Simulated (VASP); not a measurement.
# ZnS (R3m) in VASP: a series of runs

ZnS is run at these levels: PBEsol; tasks: single point.

Everything below comes from runs of VASP 6.6.1. Logs are shortened: lines on timing, memory, paths and dates and some standing lists are left out, and cuts for length are marked.

## 1. The cell of the first run

Symmetry: R3m, No. 160, trigonal system. Conventional cell: a = 3.742 Å, b = 3.742 Å, c = 27.580 Å, α = 90.00°, β = 90.00°, γ = 120.00°. Within 3.0 Å of Zn (site symmetry 3m) lie 4 S at 2.29 to 2.30 Å. Zn (site symmetry 3m) has 4 S at 2.29 Å within 3.0 Å. Within 3.0 Å of Zn (site symmetry 3m) lie 4 S at 2.29 to 2.30 Å. S (site symmetry 3m) has 4 Zn at 2.29 to 2.30 Å within 3.0 Å. Within 3.0 Å of S (site symmetry 3m) lie 4 Zn at 2.29 to 2.30 Å. Within 3.0 Å of S (site symmetry 3m) lie 4 Zn at 2.29 Å.

## 2. Single point, PBEsol

File INCAR:

```
ALGO = Normal
EDIFF = 1E-6
ENCUT = 520
GGA = PS
ISIF = 2
ISMEAR = 0
LASPH = True
LCHARG = False
LREAL = False
LWAVE = False
NBANDS = 36
NELM = 80
PREC = Accurate
SIGMA = 0.01
```

File KPOINTS:

```
k-points
0
Gamma
  6 6 6
```

File POSCAR:

```
ZnS
1.0
    1.8708095234      1.0801123823      9.1934096123
   -1.8708095234      1.0801123823      9.1934096123
    0.0000000000     -2.1602247647      9.1934096123
Zn S
3 3
Direct
    0.9999711400      0.9999711400      0.9999711400
    0.2222694100      0.2222694100      0.2222694100
    0.4446134400      0.4446134400      0.4446134400
    0.0832671700      0.0832671700      0.0832671700
    0.5278423000      0.5278423000      0.5278423000
    0.3053625400      0.3053625400      0.3053625400
```

Potentials or basis: VASP PAW PBE potentials, release 64 (Zn, S).

Started as:

```console
$ cat potpaw_PBE.64/Zn/POTCAR potpaw_PBE.64/S/POTCAR > POTCAR
$ mpirun -np 1 vasp_std > vasp.out
```

OUTCAR:

```text
EDIFF = 1E-6
   ENCUT = 520
   GGA = PS
   ISIF = 2
   ISMEAR = 0
   LASPH = True
   LREAL = False
   NELM = 80
   PREC = Accurate

 ion  position               nearest neighbor table
   1  1.000  1.000  1.000-   6 2.29   6 2.29   6 2.29   4 2.30
   2  0.222  0.222  0.222-   6 2.29   5 2.29   5 2.29   5 2.29
   3  0.445  0.445  0.445-   4 2.29   4 2.29   4 2.29   5 2.30
   4  0.083  0.083  0.083-   3 2.29   3 2.29   3 2.29   1 2.30
   5  0.528  0.528  0.528-   2 2.29   2 2.29   2 2.29   3 2.30
   6  0.305  0.305  0.305-   2 2.29   1 2.29   1 2.29   1 2.29

  LATTYP: Found a trigonal (rhomboedric) cell.
 ALAT       =     9.4437996236
 COS(alpha) =     0.9215133826

  Lattice vectors:

 A1 = (   1.8708095234,   1.0801123823,   9.1934096123)
 A2 = (  -1.8708095234,   1.0801123823,   9.1934096123)
 A3 = (   0.0000000000,  -2.1602247647,   9.1934096123)

Analysis of symmetry for initial positions (statically):
=====================================================================
 Subroutine PRICEL returns:
 Original cell was already a primitive cell.

 Routine SETGRP: Setting up the symmetry group for a
 trigonal (rhombohedral) supercell.

 Subroutine GETGRP returns: Found  6 space group operations
 (whereof  6 operations were pure point group operations)
 out of a pool of 12 trial point group operations.

The static configuration has the point symmetry C_3v.

Analysis of symmetry for dynamics (positions and initial velocities):
=====================================================================
 Subroutine PRICEL returns:
 Original cell was already a primitive cell.

 Routine SETGRP: Setting up the symmetry group for a
 trigonal (rhombohedral) supercell.

 Subroutine GETGRP returns: Found  6 space group operations
 (whereof  6 operations were pure point group operations)
 out of a pool of 12 trial point group operations.

The dynamic configuration has the point symmetry C_3v.

 Subroutine INISYM returns: Found  6 space group operations
 (whereof  6 operations are pure point group operations),
 and found     1 'primitive' translations

----------------------------------------------------------------------------------------

                                     Primitive cell

  volume of cell :     111.4619

  direct lattice vectors                    reciprocal lattice vectors
     1.870809523  1.080112382  9.193409612     0.267263981  0.154304931  0.036257857
    -1.870809523  1.080112382  9.193409612    -0.267263981  0.154304931  0.036257857
     0.000000000 -2.160224765  9.193409612     0.000000000 -0.308609862  0.036257857

  length of vectors
     9.443799624  9.443799624  9.443799624     0.310732488  0.310732488  0.310732488

  position of ions in fractional coordinates (direct lattice)
     0.999971140  0.999971140  0.999971140
     0.222269410  0.222269410  0.222269410
     0.444613440  0.444613440  0.444613440
     0.083267170  0.083267170  0.083267170
     0.527842300  0.527842300  0.527842300
     0.305362540  0.305362540  0.305362540

  ion indices of the primitive-cell ions
   primitive index   ion index
                 1           1
                 2           2
                 3           3
                 4           4
                 5           5
                 6           6

----------------------------------------------------------------------------------------

 KPOINTS: k-points

Automatic generation of k-mesh.
 Grid dimensions read from file:
 generate k-points for:    6    6    6

 Generating k-lattice:

  Cartesian coordinates                     Fractional coordinates (reciprocal lattice)
     0.044543997  0.025717489  0.006042976     0.166666667  0.000000000  0.000000000
    -0.044543997  0.025717489  0.006042976     0.000000000  0.166666667  0.000000000
     0.000000000 -0.051434977  0.006042976     0.000000000  0.000000000  0.166666667

  Length of vectors
     0.051788748  0.051788748  0.051788748

  Shift w.r.t. Gamma in fractional coordinates (k-lattice)
     0.000000000  0.000000000  0.000000000

 Subroutine IBZKPT returns following result:
 ===========================================

 Found     32 irreducible k-points:

 Following reciprocal coordinates:
            Coordinates               Weight
  0.000000  0.000000  0.000000      1.000000
  0.166667  0.000000 -0.000000      6.000000
  0.333333  0.000000  0.000000      6.000000
  0.500000  0.000000 -0.000000      3.000000
  0.166667  0.166667 -0.000000      6.000000
  0.333333  0.166667 -0.000000     12.000000
[... 16 lines left out ...]
  0.500000  0.500000  0.166667      6.000000
 -0.333333  0.500000  0.166667     12.000000
 [... further k-points ...]
   k-points           NKPTS =     32   k-points in BZ     NKDIM =     32   number of bands    NBANDS=     36
   number of dos      NEDOS =    301   number of ions     NIONS =      6
   total plane-waves  NPLWV = 343000
   dimension x,y,z NGX =    70 NGY =   70 NGZ =   70
   dimension x,y,z NGXF=   140 NGYF=  140 NGZF=  140
   ions per type =               3   3
   NGX,Y,Z   is equivalent  to a cutoff of  12.32, 12.32, 12.32 a.u.
   NGXF,Y,Z  is equivalent  to a cutoff of  24.65, 24.65, 24.65 a.u.
 SYSTEM =  unknown system
   PREC   = accura    normal or accurate (medium, high low for compatibility)
   ISTART =      0    job   : 0-new  1-cont  2-samecut
   ICHARG =      2    charge: 1-file 2-atom 10-const
   ISPIN  =      1    spin polarized calculation?
   LNONCOLLINEAR =      F non collinear calculations
   LSORBIT =      F    spin-orbit coupling
   LASPH  =      T    aspherical Exc in radial PAW
   ENCUT  =  520.0 eV  38.22 Ry    6.18 a.u.  17.56 17.56 17.56*2*pi/ulx,y,z
   NELM   =     80;   NELMIN=  2; NELMDL= -5     # of ELM steps
   EDIFF  = 0.1E-05   stopping-criterion for ELM
   LREAL  =      F    real-space projection
   EDIFFG = 0.1E-04   stopping-criterion for IOM
   NSW    =      0    number of steps for IOM
   IBRION =     -1    ionic relax: 0-MD 1-quasi-New 2-CG
   NFREE  =      0    steps in history (QN), initial steepest desc. (CG)
   ISIF   =      2    stress and relaxation
   ISYM   =      2    0-nonsym 1-usesym 2-fastsym
   POTIM  = 0.5000    time-step for ionic-motion
   TEBEG  =    0.0;   TEEND  =   0.0 temperature during run
   PSTRESS=    0.0 pullay stress
   NELECT =      54.0000    total number of electrons
   NUPDOWN=      -1.0000    fix difference up-down
   EMIN   =  10.00;   EMAX   =-10.00  energy-range for DOS
   EFERMI =   0.00;   METHOD = LEGACY
   ISMEAR =     0;   SIGMA  =   0.01  broadening in eV -4-tet -1-fermi 0-gaus
   EFERMI_NEDOS =   21; number of points for ismear=-14 and -15
   IALGO  =     38    algorithm
   IMIX   =      4    mixing-type and parameters
     AMIX     =   0.40;   BMIX     =  1.00
     AMIX_MAG =   1.60;   BMIX_MAG =  1.00
  volume/ion in A,a.u.               =      18.58       125.36
  Fermi-wavevector in a.u.,A,eV,Ry     =   1.285772  2.429757 22.493282  1.653210
  Thomas-Fermi vector in A             =   2.417886
   LORBIT       =      0    0 simple, 1 ext, 2 COOP (PROOUT), +10 PAW based schemes
   GGA     = PS    functional components
   LHFCALC =     F    Hartree Fock is set to
   AEXX    =    0.0000 exact exchange contribution
   IVDW    =     0    specifies the selected vdW correction
   LEPSILON=     F    determine dielectric tensor
   LRPA    =     F    only Hartree local field effects (RPA)
 non-spin polarized calculation
 Gauss-broadening in eV      SIGMA  =   0.01
  energy-cutoff  :      520.00
  volume of cell :      111.46
 maximum number of plane-waves:      3018
   NGX = 35   NGY = 35   NGZ = 35

 number of electron      54.0000002 magnetization

 Free energy of the ion-electron system (eV)
  ---------------------------------------------------
  ext. energy  EPLUGINS =         0.00000000
  ---------------------------------------------------
  free energy    TOTEN  =       -22.71148535 eV

  energy without entropy =      -22.71148535  energy(sigma->0) =      -22.71148535

 E-fermi :   2.6895     XC(G=0): -10.1291

 val. band max:        2.6096493390   @ k =   0.0000   0.0000   0.0000
 cond. band min:       4.9012348688   @ k =   0.0000   0.0000   0.0000
 fundamental gap:      2.2915855299
 Fermi energy:         2.6894837251

 k-point     1 :       0.0000    0.0000    0.0000
  band No.  band energies     occupation
      1     -11.0058      2.00000
      2     -10.2550      2.00000
      3     -10.2449      2.00000
      4      -4.0335      2.00000
      5      -4.0221      2.00000
      6      -4.0221      2.00000
[... 28 lines left out ...]
     35       9.4117      0.00000
     36       9.8691      0.00000

 k-point     2 :       0.1667    0.0000   -0.0000
  band No.  band energies     occupation
      1     -10.7985      2.00000
      2     -10.1576      2.00000
      3     -10.0546      2.00000
      4      -4.0518      2.00000
      5      -4.0128      2.00000
      6      -3.9855      2.00000
[... 28 lines left out ...]
     35       9.5124      0.00000
     36      10.2954      0.00000

 k-point     3 :       0.3333    0.0000    0.0000
  band No.  band energies     occupation
      1     -10.2983      2.00000
      2      -9.8647      2.00000
      3      -9.7514      2.00000
      4      -4.0945      2.00000
      5      -4.0317      2.00000
      6      -3.9369      2.00000
[... 28 lines left out ...]
     35      10.4503      0.00000
     36      11.0769      0.00000
[... 742 lines left out ...]
 k-point    23 :       0.5000    0.5000    0.1667
  band No.  band energies     occupation
      1     -10.1946      2.00000
      2     -10.0866      2.00000
      3      -9.6330      2.00000
      4      -4.0993      2.00000
      5      -4.0313      2.00000
      6      -3.9457      2.00000
[... 28 lines left out ...]
     35      10.4433      0.00000
     36      10.6286      0.00000

 k-point    24 :      -0.3333    0.5000    0.1667
  band No.  band energies     occupation
      1      -9.8745      2.00000
      2      -9.8658      2.00000
      3      -9.5763      2.00000
      4      -4.0248      2.00000
      5      -3.9439      2.00000
      6      -3.9175      2.00000
[... 28 lines left out ...]
     35      10.2016      0.00000
     36      11.3936      0.00000

 [... further k-points ...]
[... 5 lines left out ...]
  --------------------------------------------------------------------------------------
  -------------------------------------------------------------------------------------
  Total        2.1687478      2.1687478      2.2140204      0.0000000     -0.0000000      0.0000000
  in kB       31.1740527     31.1740527     31.8248104      0.0000000     -0.0000000      0.0000000
  external PRESSURE =      31.3909719 kB  Pullay stress =       0.0000000 kB

 VOLUME and BASIS-vectors are now :
 -----------------------------------------------------------------------------
  energy-cutoff  :      520.00
  volume of cell :      111.46
      direct lattice vectors                 reciprocal lattice vectors
     1.870809523  1.080112382  9.193409612     0.267263981  0.154304931  0.036257857
    -1.870809523  1.080112382  9.193409612    -0.267263981  0.154304931  0.036257857
     0.000000000 -2.160224765  9.193409612     0.000000000 -0.308609862  0.036257857

 POSITION                                       TOTAL-FORCE (eV/Angst)
 -----------------------------------------------------------------------------------
      0.00000     -0.00000     27.57943         0.000000     -0.000000      0.004201
      0.00000     -0.00000      6.13024         0.000000     -0.000000      0.009085
      0.00000     -0.00000     12.26254         0.000000      0.000000     -0.001883
      0.00000     -0.00000      2.29653         0.000000      0.000000     -0.006846
      0.00000     -0.00000     14.55801         0.000000      0.000000     -0.006215
      0.00000     -0.00000      8.42197         0.000000     -0.000000      0.001658
 -----------------------------------------------------------------------------------
    total drift:                                0.000000      0.000000     -0.000156

  FREE ENERGIE OF THE ION-ELECTRON SYSTEM (eV)
  ---------------------------------------------------
  free  energy   TOTEN  =       -22.7114853468 eV

  energy  without entropy=      -22.7114853468  energy(sigma->0) =      -22.71148535
```

Run time: 5.7 min. Hardware: 1 thread of Intel Xeon 6975P-C (Granite Rapids), shared host; peak memory 0.65 GiB.

What came out:

* Free energy: -22.7115 eV
* Pressure: 3.1 GPa
* Largest force: 0.009 eV/Å
* Band gap on the k mesh: 2.29 eV, direct

Forces in eV/Å, atoms in the order of the input:
```
Zn   0.000  0.000  0.004
Zn   0.000  0.000  0.009
Zn   0.000  0.000 -0.002
S    0.000  0.000 -0.007
S    0.000  0.000 -0.006
S    0.000  0.000  0.002
```

Levels at points of the mesh, in eV from the valence-band top:
| k point | band 25 | band 26 | band 27 | band 28 | band 29 | band 30 |
| --- | --- | --- | --- | --- | --- | --- |
| (0.00, 0.00, 0.00) | -0.06 | 0.00 | 0.00 | 2.29 | 3.31 | 3.47 |
| (0.50, 0.00, 0.00) | -2.14 | -1.45 | -0.98 | 3.17 | 3.76 | 3.96 |
| (0.50, 0.50, 0.00) | -1.41 | -1.40 | -1.40 | 3.21 | 3.45 | 4.20 |
| (0.50, 0.50, 0.50) | -0.28 | -0.26 | -0.26 | 3.15 | 3.39 | 3.54 |

Caveat: the PAW data sets were made with another functional, which shifts forces and pressure a little. A k mesh can miss the band edges.

## 3. Single point, PBEsol

This run uses another cell than the first one, of 19.16 Å³/atom, 1.032 times its volume.

File INCAR:

```
  PREC = Accurate
  ENCUT = 520
  EDIFF = 1E-6
  ISMEAR = 0
  SIGMA = 0.01
  LREAL = F
  LASPH = T
  NELM = 100
  ALGO = Normal
  ISIF = 2
  LWAVE = F
  LCHARG = F
  GGA = PS
  NBANDS = 36
```

File KPOINTS:

```
Automatic mesh
0
Gamma
  6 6 6
```

POSCAR, as its differences from that of step 2:

```diff
@@ -2,5 +2,5 @@
 1.0
-    1.8708095234      1.0801123823      9.1934096123
-   -1.8708095234      1.0801123823      9.1934096123
-    0.0000000000     -2.1602247647      9.1934096123
+    1.8902985252      1.0913643628      9.2891811883
+   -1.8902985252      1.0913643628      9.2891811883
+    0.0000000000     -2.1827287255      9.2891811883
 Zn S
```

Potentials or basis: VASP PAW PBE potentials, release 64 (Zn, S).

Started as:

```console
$ cat potpaw_PBE.64/Zn/POTCAR potpaw_PBE.64/S/POTCAR > POTCAR
$ mpirun -np 1 vasp_std > vasp.out
```

Wall time 6.7 min (1 thread of Intel Xeon 6975P-C (Granite Rapids), shared host); peak memory 0.72 GiB.

Results (log left out):

* Free energy: -22.7506 eV
* Pressure: 0.4 GPa
* Largest force: 0.007 eV/Å
* Band gap on the k mesh: 2.15 eV, direct

Forces on the atoms (eV/Å):
```
Zn   0.000  0.000  0.001
Zn   0.000  0.000  0.004
Zn   0.000  0.000 -0.007
S    0.000  0.000  0.000
S    0.000  0.000 -0.002
S    0.000  0.000  0.006
```

Levels at points of the mesh, in eV from the valence-band top:
```tsv
k point	band 25	band 26	band 27	band 28	band 29	band 30
(0.00, 0.00, 0.00)	-0.06	0.00	0.00	2.15	3.25	3.41
(0.50, 0.00, 0.00)	-2.03	-1.38	-0.93	3.19	3.77	3.95
(0.50, 0.50, 0.00)	-1.34	-1.34	-1.33	3.21	3.49	4.18
(0.50, 0.50, 0.50)	-0.26	-0.25	-0.25	3.10	3.27	3.41
```

Caveat: the PAW data sets were made with another functional, which shifts forces and pressure a little. PBEsol gaps usually lie below the measured ones, often by a third to a half.

## 4. Single point, PBEsol

This run uses another cell than the first one, of 19.75 Å³/atom, 1.063 times its volume.

File INCAR:

```
SYSTEM = ZnS
PREC = Accurate ; ENCUT = 520
EDIFF = 1E-6 ; ISMEAR = 0
SIGMA = 0.01 ; LREAL = .FALSE.
LASPH = .TRUE. ; NELM = 80
ALGO = Normal ; ISIF = 2
LWAVE = .FALSE. ; LCHARG = .FALSE.
GGA = PS ; NBANDS = 36
```

File KPOINTS:

```
Automatic mesh
0
G
  6 6 6
  0 0 0
```

POSCAR, as its differences from that of step 3:

```diff
@@ -2,5 +2,5 @@
 1.0
-    1.8902985252      1.0913643628      9.2891811883
-   -1.8902985252      1.0913643628      9.2891811883
-    0.0000000000     -2.1827287255      9.2891811883
+    1.9093937421      1.1023889914      9.3830176524
+   -1.9093937421      1.1023889914      9.3830176524
+    0.0000000000     -2.2047779828      9.3830176524
 Zn S
```

Started as:

```console
$ cat potpaw_PBE.64/Zn/POTCAR potpaw_PBE.64/S/POTCAR > POTCAR
$ mpirun -np 1 vasp_std > vasp.out
```

Run time: 6.9 min. Hardware: 1 thread of Intel Xeon 6975P-C (Granite Rapids), shared host; peak memory 0.71 GiB.

Results (log left out):

```yaml
Free_energy: -22.7356 eV
Pressure: -1.8 GPa
Largest_force: 0.013 eV/Å
Band_gap_on_the_k_mesh: 2.02 eV, direct
```

Forces in eV/Å, atoms in the order of the input:
```
Zn   0.000  0.000 -0.002
Zn   0.000  0.000 -0.001
Zn   0.000  0.000 -0.013
S    0.000  0.000  0.006
S    0.000  0.000  0.001
S    0.000  0.000  0.009
```

Levels at points of the mesh, in eV from the valence-band top:
```
           k point  band 24  band 25  band 26  band 27  band 28  band 29  band 30  band 31
(0.00, 0.00, 0.00)    -0.69    -0.06     0.00     0.00     2.02     3.19     3.34     6.24
(0.50, 0.00, 0.00)    -1.95    -1.94    -1.31    -0.88     3.20     3.77     3.93     4.77
(0.50, 0.50, 0.00)    -1.89    -1.28    -1.27    -1.27     3.20     3.52     4.15     4.84
(0.50, 0.50, 0.50)    -0.25    -0.25    -0.24    -0.24     3.04     3.15     3.29     6.15
```

Caveat: the PAW data sets were made with another functional, which shifts forces and pressure a little.

## 5. Summary

```tsv
cell	gap on the mesh (eV)	pressure (GPa)	largest force (eV/Å)
a = 9.444 Å, angles 22.9°, 6 atoms	2.29	3.1	0.01
a = 9.542 Å, angles 22.9°, 6 atoms	2.15	0.4	0.01
a = 9.639 Å, angles 22.9°, 6 atoms	2.02	-1.8	0.01
```

Alike in all rows: task single point; level PBEsol; potentials or basis VASP PAW PBE potentials, release 64 (Zn, S); no spin polarisation; k mesh 6 × 6 × 6; cutoff (eV) 520; smearing gaussian 0.01 eV.

Caveats: the PAW data sets were made with another functional, which shifts forces and pressure a little.

Absolute energies hang on the potentials; compare differences alone.
